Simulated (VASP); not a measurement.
# CuSi16 (a cell with a defect) in VASP: notebook, part 2 of 2

VASP 6.6.1. The steps go on from the part before.

## (4) Single point, PBE

INCAR

```
PREC     = Accurate       # precision mode
ENCUT    = 520            # plane-wave cutoff, eV
EDIFF    = 1E-6           # SCF threshold, eV
ISMEAR   = -1             # smearing method
SIGMA    = 0.05           # smearing width, eV
LREAL    = Auto         
LASPH    = True           # aspherical terms in the spheres
NELM     = 60             # most SCF steps
ALGO     = Normal         # electronic algorithm
ISIF     = 2              # what is computed and relaxed
LWAVE    = False          # write WAVECAR
LCHARG   = True           # write CHGCAR
GGA      = PE             # functional
LELF     = True           # ELF
LVHAR    = True         
NELECT   = 74.0         
NBANDS   = 52             # bands
```

KPOINTS

```
Automatic mesh
0
Gamma
  2 2 2
```

POSCAR

```
CuSi16
1.0
    0.0000000000      5.4300000000      5.4300000000
    5.4300000000      0.0000000000      5.4300000000
    5.4300000000      5.4300000000      0.0000000000
Si Cu
16 1
Direct
    0.0005484346      0.0003885820      0.0068744015
    0.1127807551      0.1122964088      0.1625879374
   -0.0107098527     -0.0116988029      0.5339846225
    0.1307067219      0.1302089319      0.6190337937
    0.0005763352      0.4921244015      0.0068700737
    0.1327970534      0.6279933702      0.1111819521
    0.0023760589      0.5059548803      0.4856519337
    0.1307583794      0.6199200737      0.6190572744
    0.4925835175      0.0000569982      0.0072938306
    0.6281925414      0.1329070902      0.1112067219
    0.5064151934      0.0022107735      0.4856531308
    0.6209050645      0.1298765193      0.6193415285
    0.5046757827      0.5048671271     -0.0143947514
    0.6282162983      0.6276868324      0.1112081952
    0.5064525783      0.5056980663      0.4856551565
    0.6294764273      0.6291977901      0.6121445672
    0.2368985267      0.2356357274      0.7916178637
```

Run with:

```bash
cat potpaw_PBE.64/Si/POTCAR potpaw_PBE.64/Cu/POTCAR > POTCAR
mpirun -np 1 vasp_std > vasp.out
```

Wall time 3.1 min (1 thread of Intel Xeon 6975P-C (Granite Rapids), shared host); peak memory 0.49 GiB.

The run converged. Its results:

| Quantity | Value |
| --- | --- |
| Free energy | -94.2216 eV |
| Largest force | 0.023 eV/Å |

Forces on the atoms (eV/Å):
```
Si  -0.002  0.002 -0.002
Si   0.014  0.006 -0.014
Si  -0.007 -0.009  0.007
Si   0.004 -0.002 -0.016
Si   0.002  0.002  0.002
Si   0.005  0.000 -0.005
Si  -0.006 -0.001  0.007
Si   0.015 -0.002 -0.004
Si  -0.006  0.003  0.006
Si   0.001  0.000 -0.006
Si  -0.006  0.003  0.006
Si   0.001  0.010 -0.002
Si  -0.007  0.002  0.007
Si   0.006  0.000 -0.001
Si  -0.006  0.002  0.006
Si   0.005 -0.003 -0.005
Cu  -0.013 -0.013  0.013
```

Levels at points of the mesh, in eV from the Fermi level:
```csv
k point,band 35,band 36,band 37,band 38,band 39,band 40
"(0.00, 0.00, 0.00)",-0.66,-0.20,-0.20,0.16,0.60,0.60
"(0.50, 0.00, 0.00)",-0.85,-0.77,-0.69,0.57,1.08,1.28
"(0.00, 0.50, 0.00)",-0.85,-0.77,-0.68,0.57,1.08,1.28
"(0.00, 0.00, 0.50)",-0.92,-0.73,-0.73,0.41,1.25,1.33
"(0.50, 0.50, 0.50)",-0.85,-0.77,-0.68,0.57,1.08,1.28
"(0.50, 0.50, 0.00)",-1.45,-1.42,-0.97,0.66,1.05,2.02
"(0.00, 0.50, 0.50)",-1.45,-1.42,-0.97,0.66,1.05,2.02
"(0.50, 0.00, 0.50)",-1.45,-1.42,-0.96,0.66,1.05,2.02
```

Caveat: the k points lie up to 0.50 Å⁻¹ apart; the cell carries a net charge on a neutralising background, which shifts energy and pressure; the cell is charged against a uniform background, so pressure and absolute levels hang on convention.

## (5) Single point, PBE

INCAR

```
SYSTEM = CuSi16
PREC = Accurate ; ENCUT = 520
EDIFF = 1E-6 ; ISMEAR = -1
SIGMA = 0.05 ; LREAL = Auto
LASPH = .TRUE. ; NELM = 100
ALGO = Normal ; ISIF = 2
LWAVE = .FALSE. ; LCHARG = .FALSE.
GGA = PE ; NELECT = 74.0
NBANDS = 52
```

KPOINTS

```
regular mesh
0
G
  2 2 2
  0 0 0
```

POSCAR

```
CuSi16
1.0
    0.0000000000      5.4300000000      5.4300000000
    5.4300000000      0.0000000000      5.4300000000
    5.4300000000      5.4300000000      0.0000000000
Si Cu
16 1
Direct
   -0.0028842541     -0.0032148250     -0.0032947514
    0.1329529466      0.1326481584      0.1017150092
    0.0102710866      0.0091933702      0.4722103131
    0.1197724678      0.1193593923      0.6214450276
   -0.0028273481      0.5094848066     -0.0035954880
    0.1243873849      0.6233144567      0.1287940147
   -0.0055842541      0.5022030387      0.5014949355
    0.1194271639      0.6401124309      0.6211345304
    0.5099225599     -0.0030859116     -0.0038466851
    0.6236060773      0.1241311234      0.1286867403
    0.5028093923     -0.0059707182      0.5013744015
    0.6411186924      0.1188603131      0.6208487109
    0.4974097606      0.4971154696      0.0081677716
    0.6236542357      0.6234341621      0.1285297422
    0.5025543278      0.5018475138      0.5012156538
    0.6211364641      0.6208101289      0.6368031308
    0.2677312155      0.2666523941      0.6996849908
```

Run with:

```bash
cat potpaw_PBE.64/Si/POTCAR potpaw_PBE.64/Cu/POTCAR > POTCAR
mpirun -np 1 vasp_std > vasp.out
```

It took 3.1 min on 1 thread of Intel Xeon 6975P-C (Granite Rapids), shared host; peak memory 0.48 GiB.

It converged, with:

```
Free energy   : -94.2224 eV
Largest force : 0.063 eV/Å
```

Forces in eV/Å, atoms in the order of the input:
```
Si   0.000  0.000 -0.001
Si   0.001  0.001 -0.004
Si  -0.004 -0.004 -0.001
Si  -0.001 -0.001 -0.004
Si   0.003  0.000  0.001
Si   0.004 -0.001 -0.005
Si   0.005 -0.007 -0.008
Si   0.005 -0.002  0.006
Si   0.000  0.003  0.000
Si  -0.001  0.003 -0.005
Si  -0.007  0.005 -0.009
Si   0.000  0.003  0.004
Si   0.012  0.013 -0.012
Si   0.005  0.005  0.000
Si   0.007  0.007  0.008
Si   0.009  0.010 -0.010
Cu  -0.036 -0.035  0.038
```

Levels at points of the mesh, in eV from the Fermi level:
```
           k point  band 33  band 34  band 35  band 36  band 37  band 38  band 39  band 40  band 41  band 42
(0.00, 0.00, 0.00)    -0.88    -0.88    -0.61    -0.14    -0.01     0.00     0.56     0.64     0.65     0.71
(0.50, 0.00, 0.00)    -1.95    -0.89    -0.83    -0.76    -0.69     0.54     1.19     1.36     1.38     1.46
(0.00, 0.50, 0.00)    -1.95    -0.89    -0.83    -0.76    -0.68     0.54     1.19     1.36     1.38     1.46
(0.00, 0.00, 0.50)    -2.02    -0.85    -0.85    -0.59    -0.58     0.55     1.08     1.38     1.38     1.58
(0.50, 0.50, 0.50)    -1.95    -0.89    -0.83    -0.77    -0.68     0.55     1.19     1.36     1.38     1.46
(0.50, 0.50, 0.00)    -1.80    -1.49    -1.42    -1.39    -0.95     0.69     1.09     2.05     2.10     2.18
(0.00, 0.50, 0.50)    -1.80    -1.49    -1.42    -1.39    -0.95     0.69     1.09     2.05     2.10     2.18
(0.50, 0.00, 0.50)    -1.80    -1.49    -1.43    -1.39    -0.95     0.69     1.09     2.05     2.10     2.18
```

Caveat: the k points lie up to 0.50 Å⁻¹ apart; the cell carries a net charge on a neutralising background, which shifts energy and pressure; the cell is charged against a uniform background, so pressure and absolute levels hang on convention.

## (6) Single point, PBE

INCAR

```
SYSTEM = CuSi16
PREC     = Accurate       ! precision mode
ENCUT    = 520            ! plane-wave cutoff, eV
EDIFF    = 1E-6           ! SCF threshold, eV
ISMEAR   = -1             ! smearing method
SIGMA    = 0.05           ! smearing width, eV
LREAL    = Auto         
LASPH    = .True.         ! aspherical terms in the spheres
NELM     = 100            ! most SCF steps
ALGO     = Normal         ! electronic algorithm
ISIF     = 2              ! what is computed and relaxed
LWAVE    = .False.        ! write WAVECAR
LCHARG   = .False.        ! write CHGCAR
GGA      = PE             ! functional
NELECT   = 74.0         
NBANDS   = 52             ! bands
```

KPOINTS

```
Automatic mesh
0
Gamma
  2 2 2
  0 0 0
```

POSCAR

```
CuSi16
1.0
    0.0000000000      5.4300000000      5.4300000000
    5.4300000000      0.0000000000      5.4300000000
    5.4300000000      5.4300000000      0.0000000000
Si Cu
16 1
Direct
    0.0017257827      0.0012303867     -0.0088506446
    0.1314586556      0.1309571823      0.1049872007
    0.0078726519      0.0073590239      0.4759638122
    0.1227848987      0.1222220994      0.6188040516
    0.0007217311      0.5038539595     -0.0073891344
    0.1136685083      0.6282011050      0.1287950276
   -0.0165356354      0.5064201657      0.5028500000
    0.1235655617      0.6354946593      0.6203766114
    0.5043506446      0.0002147330     -0.0073653775
    0.6287009208      0.1131475138      0.1288298343
    0.5069597606     -0.0171266114      0.5028901473
    0.6360170350      0.1230113260      0.6204023020
    0.4881106814      0.4876062615      0.0347817680
    0.6277029466      0.6271917127      0.1314241252
    0.5083504604      0.5078278085      0.5057276243
    0.6147298343      0.6141241252      0.6628406998
    0.3488906077      0.3483011050      0.4591000000
```

Potentials or basis: VASP PAW PBE potentials, release 64 (Si, Cu).

Run with:

```bash
cat potpaw_PBE.64/Si/POTCAR potpaw_PBE.64/Cu/POTCAR > POTCAR
mpirun -np 1 vasp_std > vasp.out
```

It took 3 min on 1 thread of Intel Xeon 6975P-C (Granite Rapids), shared host; peak memory 0.48 GiB.

The run converged. Its results:

```
Free energy   : -94.2312 eV
Largest force : 0.022 eV/Å
```

Forces on the atoms (eV/Å):
```
Si   0.003  0.002 -0.015
Si  -0.005 -0.005  0.009
Si   0.003  0.001 -0.003
Si   0.008  0.007 -0.003
Si   0.015 -0.006  0.009
Si  -0.006  0.005  0.000
Si   0.014 -0.009  0.003
Si  -0.004  0.005 -0.014
Si  -0.006  0.014  0.009
Si   0.004 -0.005  0.000
Si  -0.010  0.015  0.003
Si   0.006 -0.005 -0.014
Si  -0.001  0.000  0.022
Si  -0.007 -0.007 -0.005
Si   0.003  0.004  0.018
Si  -0.004 -0.004 -0.013
Cu  -0.012 -0.012 -0.006
```

Levels at points of the mesh, in eV from the Fermi level:
| k point | band 34 | band 35 | band 36 | band 37 | band 38 | band 39 | band 40 | band 41 |
| --- | --- | --- | --- | --- | --- | --- | --- | --- |
| (0.00, 0.00, 0.00) | -1.02 | -0.63 | -0.18 | -0.03 | 0.02 | 0.40 | 0.60 | 0.61 |
| (0.50, 0.00, 0.00) | -0.93 | -0.89 | -0.86 | -0.75 | 0.54 | 1.13 | 1.25 | 1.32 |
| (0.00, 0.50, 0.00) | -0.93 | -0.89 | -0.86 | -0.75 | 0.54 | 1.13 | 1.25 | 1.32 |
| (0.00, 0.00, 0.50) | -0.90 | -0.89 | -0.61 | -0.56 | 0.52 | 1.01 | 1.35 | 1.37 |
| (0.50, 0.50, 0.50) | -0.94 | -0.88 | -0.87 | -0.77 | 0.52 | 1.15 | 1.25 | 1.33 |
| (0.50, 0.50, 0.00) | -1.52 | -1.48 | -1.42 | -1.10 | 0.67 | 0.99 | 1.95 | 2.06 |
| (0.00, 0.50, 0.50) | -1.53 | -1.47 | -1.42 | -1.09 | 0.66 | 0.99 | 1.95 | 2.06 |
| (0.50, 0.00, 0.50) | -1.53 | -1.47 | -1.42 | -1.09 | 0.66 | 0.99 | 1.95 | 2.06 |

Caveat: the k points lie up to 0.50 Å⁻¹ apart; the cell carries a net charge on a neutralising background, which shifts energy and pressure; the cell is charged against a uniform background, so pressure and absolute levels hang on convention.

## (7) Single point, PBE

INCAR

```
PREC     = Accurate       # precision mode
ENCUT    = 520            # plane-wave cutoff, eV
EDIFF    = 1E-6           # SCF threshold, eV
ISMEAR   = -1             # smearing method
SIGMA    = 0.05           # smearing width, eV
LREAL    = Auto         
LASPH    = T              # aspherical terms in the spheres
NELM     = 100            # most SCF steps
ALGO     = Normal         # electronic algorithm
ISIF     = 2              # what is computed and relaxed
LWAVE    = F              # write WAVECAR
LCHARG   = F              # write CHGCAR
GGA      = PE             # functional
NBANDS   = 52             # bands
NELECT   = 74.0
```

KPOINTS

```
regular mesh
0
Gamma
  2 2 2
```

POSCAR

```
CuSi16
1.0
    0.0000000000      5.4300000000      5.4300000000
    5.4300000000      0.0000000000      5.4300000000
    5.4300000000      5.4300000000      0.0000000000
Si Cu
16 1
Direct
   -0.0041563536     -0.0043086556     -0.0041506446
    0.1202789134      0.1203063536      0.1202800184
   -0.0026220074     -0.0030888582      0.4921997238
    0.1194295580      0.1186899632      0.6228361878
   -0.0028832413      0.4922320442     -0.0028959484
    0.1191134438      0.6227130755      0.1190878453
    0.0050977901      0.4945093923      0.4948265193
    0.1330041436      0.6244792818      0.6246494475
    0.4921955801     -0.0030760589     -0.0026263352
    0.6228341621      0.1187074586      0.1194181400
    0.4952597606      0.0038286372      0.4952592081
    0.6249560773      0.1323126151      0.6249483425
    0.4948463168      0.4945315838      0.0050446593
    0.6246665746      0.6244929098      0.1329722836
    0.5127172192      0.5121466851      0.5127046961
    0.6366973297      0.6354691529      0.6366430018
    0.3894483425      0.3876610497      0.3893709945
```

Run with:

```bash
cat potpaw_PBE.64/Si/POTCAR potpaw_PBE.64/Cu/POTCAR > POTCAR
mpirun -np 1 vasp_std > vasp.out
```

Wall time 3.1 min (1 thread of Intel Xeon 6975P-C (Granite Rapids), shared host); peak memory 0.49 GiB.

Results (log left out):

```yaml
Free_energy: -94.2221 eV
Largest_force: 0.021 eV/Å
```

Forces on the atoms (eV/Å):
```
Si   0.003  0.001  0.004
Si  -0.004 -0.003 -0.004
Si   0.005  0.005 -0.003
Si  -0.002 -0.002 -0.006
Si   0.005 -0.003  0.005
Si  -0.003 -0.005 -0.003
Si   0.009  0.001  0.003
Si   0.008 -0.002 -0.005
Si  -0.003  0.005  0.006
Si  -0.006 -0.002 -0.003
Si   0.001  0.006  0.002
Si  -0.005  0.010 -0.006
Si   0.002  0.001  0.009
Si  -0.004 -0.002  0.008
Si   0.007  0.004  0.008
Si  -0.002 -0.001 -0.002
Cu  -0.011 -0.014 -0.011
```

Levels at points of the mesh, in eV from the Fermi level:
| k point | band 33 | band 34 | band 35 | band 36 | band 37 | band 38 | band 39 | band 40 | band 41 | band 42 |
| --- | --- | --- | --- | --- | --- | --- | --- | --- | --- | --- |
| (0.00, 0.00, 0.00) | -0.89 | -0.89 | -0.65 | -0.20 | -0.19 | 0.16 | 0.60 | 0.60 | 0.63 | 0.64 |
| (0.50, 0.00, 0.00) | -2.01 | -0.90 | -0.85 | -0.77 | -0.68 | 0.57 | 1.08 | 1.28 | 1.32 | 1.49 |
| (0.00, 0.50, 0.00) | -2.01 | -0.90 | -0.85 | -0.77 | -0.69 | 0.57 | 1.08 | 1.28 | 1.32 | 1.49 |
| (0.00, 0.00, 0.50) | -2.01 | -0.90 | -0.85 | -0.77 | -0.68 | 0.57 | 1.08 | 1.28 | 1.32 | 1.49 |
| (0.50, 0.50, 0.50) | -2.01 | -0.92 | -0.92 | -0.73 | -0.73 | 0.41 | 1.25 | 1.33 | 1.33 | 1.43 |
| (0.50, 0.50, 0.00) | -1.84 | -1.53 | -1.45 | -1.42 | -0.96 | 0.66 | 1.05 | 2.02 | 2.06 | 2.13 |
| (0.00, 0.50, 0.50) | -1.84 | -1.53 | -1.45 | -1.42 | -0.96 | 0.66 | 1.05 | 2.02 | 2.06 | 2.13 |
| (0.50, 0.00, 0.50) | -1.83 | -1.53 | -1.44 | -1.42 | -0.96 | 0.66 | 1.05 | 2.02 | 2.06 | 2.13 |

Caveat: the k points lie up to 0.50 Å⁻¹ apart; the cell carries a net charge on a neutralising background, which shifts energy and pressure; the cell is charged against a uniform background, so pressure and absolute levels hang on convention.
